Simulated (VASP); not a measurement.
Here is a VASP 6.6.1 calculation.

File INCAR:

```
ALGO = Normal
EDIFF = 1E-7
ENCUT = 520
GGA = PE
ISIF = 2
ISMEAR = -1
LASPH = True
LCHARG = True
LELF = True
LREAL = False
LVHAR = True
LWAVE = False
NBANDS = 14
NELM = 80
PREC = Accurate
SIGMA = 0.05
```

The input KPOINTS:

```
k-points
0
Gamma
  17 17 17
```

File POSCAR:

```
Rh
1.0
    0.0000000000      1.7398856045      1.7398856045
    1.7398856045      0.0000000000      1.7398856045
    1.7398856045      1.7398856045      0.0000000000
Rh
1
Direct
    0.0000000000      0.0000000000      0.0000000000
```

Potentials or basis: VASP PAW PBE potentials, release 64 (Rh_pv).

The run is started by

```console
$ cat potpaw_PBE.64/Rh_pv/POTCAR > POTCAR
$ mpirun -np 1 vasp_std > vasp.out
```

(1) Estimate the pressure.

Answers

(1) 153.5 GPa.
